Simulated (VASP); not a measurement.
Set up this calculation in VASP 6.6.1, as the native input.

* Task: single point
* Functional: PBEsol
* Potentials or basis: VASP PAW PBE potentials, release 64 (Ga_d, Sb)
* Cutoff: 520 eV
* k mesh: 10 × 10 × 10
* Occupations: gaussian, width 0.15 eV
* Spin: no spin polarisation
* Dipole correction: no
* Further INCAR settings: ALGO = Normal; EDIFF = 1e-06; NBANDS = 22

The structure of GaSb3 lies in POSCAR:

```
GaSb3
1.0
    0.0000000000      3.6143116860      3.7122595327
    3.6143116860      0.0000000000      3.7122595327
    3.6143116860      3.6143116860      0.0000000000
Ga Sb
1 3
Direct
    0.0000000000      0.0000000000      0.0000000000
    0.2500000000      0.2500000000      0.2500000000
    0.7500000000      0.7500000000      0.7500000000
    0.5000000000      0.5000000000      0.5000000000
```

One way to write it, as run:

INCAR

```
SYSTEM = GaSb3
PREC     = Accurate       ! precision mode
ENCUT    = 520            ! plane-wave cutoff, eV
EDIFF    = 1E-6           ! SCF threshold, eV
ISMEAR   = 0              ! smearing method
SIGMA    = 0.15           ! smearing width, eV
LREAL    = .False.        ! projectors in reciprocal space
LASPH    = .True.         ! aspherical terms in the spheres
NELM     = 80             ! most SCF steps
ALGO     = Normal         ! electronic algorithm
ISIF     = 2              ! what is computed and relaxed
LWAVE    = .False.        ! write WAVECAR
LCHARG   = .False.        ! write CHGCAR
GGA      = PS             ! functional
NBANDS   = 22             ! bands
```

KPOINTS

```
Automatic mesh
0
Gamma
  10 10 10
  0 0 0
```

Potentials or basis: VASP PAW PBE potentials, release 64 (Ga_d, Sb).

Command:

```sh
$ cat potpaw_PBE.64/Ga_d/POTCAR potpaw_PBE.64/Sb/POTCAR > POTCAR
$ mpirun -np 1 vasp_std > vasp.out
```

It gave:

```
Pressure               : 0.1 GPa
Band gap on the k mesh : zero (bands 14 and 15 overlap by 4.19 eV)
```

Caveat: the PAW data sets were made with another functional, which shifts forces and pressure a little; spin-orbit coupling is left out, which moves the levels of the heavy elements.

It took 4.6 min on 1 thread of Intel Xeon 8259CL (shared host), peak memory 0.38 GiB.
